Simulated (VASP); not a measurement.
MgS, 2 atoms in the cell. The structure is trigonal, space group R3m (No. 160). Conventional cell: a = 4.043 Å, b = 4.043 Å, c = 9.735 Å, α = 90.00°, β = 90.00°, γ = 120.00°. Mg (site symmetry 3m) has 4 S at 2.45 to 2.46 Å within 3.2 Å. Within 3.2 Å of S (site symmetry 3m) lie 4 Mg at 2.45 to 2.46 Å.  This cell differs from its parent crystal: epitaxial 111 strain +1.0%.

| Item | Value |
| --- | --- |
| Program | VASP 6.6.1 |
| Task | single point |
| Functional | PBE |
| Potentials or basis | VASP PAW PBE potentials, release 64 (Mg, S) |
| Cutoff | 520 eV |
| k mesh | 4 × 4 × 4 |
| Occupations | gaussian, width 0.01 eV |
| Spin | no spin polarisation |
| Dipole correction | no |
| Further INCAR settings | ALGO = Normal; EDIFF = 1e-06; NBANDS = 11 |

Potentials or basis: VASP PAW PBE potentials, release 64 (Mg, S).

Launch:

```console
$ cat potpaw_PBE.64/Mg/POTCAR potpaw_PBE.64/S/POTCAR > POTCAR
$ mpirun -np 1 vasp_std > vasp.out
```

Hardware: 1 thread of Intel(R) Xeon(R) Platinum 8481C CPU @ 2.70GHz (Sapphire Rapids), on a shared host.

**Question.** How long does it take, and how much memory?

**Answer.** Run time: 4.3 s on 1 thread of Intel(R) Xeon(R) Platinum 8481C CPU @ 2.70GHz (Sapphire Rapids), on a shared host, peak memory 0.16 GiB. Counts: scf iterations 13, k points 13.
